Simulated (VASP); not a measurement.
Here is a VASP 6.6.1 calculation.

INCAR

```
PREC = Accurate
ENCUT = 500
EDIFF = 1E-6
ISMEAR = 0
SIGMA = 0.15
LREAL = False
LASPH = True
NELM = 120
ALGO = Normal
ISIF = 2
LWAVE = False
LCHARG = False
GGA = PS
NBANDS = 22
GGA_COMPAT = False
```

KPOINTS

```
regular mesh
0
Gamma
  22 22 16
```

Contents of POSCAR:

```
Rh
1.0
    0.0000000000     -1.8899965797     -1.8899965797
    0.0000000000      1.8899965797     -1.8899965797
    3.7799931594      0.0000000000      0.0000000000
Rh
2
Direct
    0.5198413057      0.4801586943      0.5000000000
   -0.0198413057      0.0198413057      0.0000000000
```

Potentials or basis: VASP PAW PBE potentials, release 64 (Rh_pv).

Run with:

```sh
$ cat potpaw_PBE.64/Rh_pv/POTCAR > POTCAR
$ mpirun -np 1 vasp_std > vasp.out
```

(1) Predict the pressure.

(2) Estimate the band gap on the k mesh.

Results:

(1) 1.7 GPa.

(2) zero (bands 15 and 16 overlap by 2.44 eV).

Caveat: the cell differs from its parent crystal (atoms displaced along a vibrational mode); the PAW data sets were made with another functional, which shifts forces and pressure a little.
